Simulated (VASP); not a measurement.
Write the native input for VASP 6.6.1 that does the following.

```yaml
Task: single point
Functional: PBE
Potentials_or_basis: VASP PAW PBE potentials, release 64 (W_sv, S)
Cutoff: 520 eV
k_mesh: 10 × 10 × 1
Occupations: gaussian, width 0.1 eV
Spin: no spin polarisation
Dipole_correction: yes
Further_INCAR_settings: ALGO = Normal; EDIFF = 1e-06; NBANDS = 32
```

The structure of W3S lies in POSCAR:

```
W3S
1.0
    2.7571643582      0.0000000000      0.0000000000
   -0.9190547861      2.5994794860      0.0000000000
    0.0000000000      0.0000000000     19.8562161274
W S
3 1
Direct
    0.5000000000      0.5000000000      0.2014482505
    0.0000000000      0.0000000000      0.3111437109
    0.5000000000      0.5000000000      0.4208362799
    0.5000000000      0.5000000000      0.5412691800
```

One way to write it, as run:

INCAR

```
PREC = Accurate
ENCUT = 520
EDIFF = 1E-6
ISMEAR = 0
SIGMA = 0.1
LREAL = False
LASPH = True
NELM = 80
ALGO = Normal
ISIF = 2
LWAVE = False
LCHARG = False
LDIPOL = True
IDIPOL = 3
DIPOL = 0.5 0.5 0.369
GGA = PE
NBANDS = 32
```

KPOINTS

```
regular mesh
0
Gamma
  10 10 1
```

Potentials or basis: VASP PAW PBE potentials, release 64 (W_sv, S).

Launch:

```console
$ cat potpaw_PBE.64/W_sv/POTCAR potpaw_PBE.64/S/POTCAR > POTCAR
$ mpirun -np 1 vasp_std > vasp.out
```

It gave:

The largest force is 0.828 eV/Å. The band gap on the k mesh is zero (bands 24 and 25 overlap by 1.64 eV).

Caveat: spin-orbit coupling is left out, which moves the levels of the heavy elements.

It took 6.4 min on 1 thread of Intel Xeon 8259CL (shared host), peak memory 0.35 GiB.
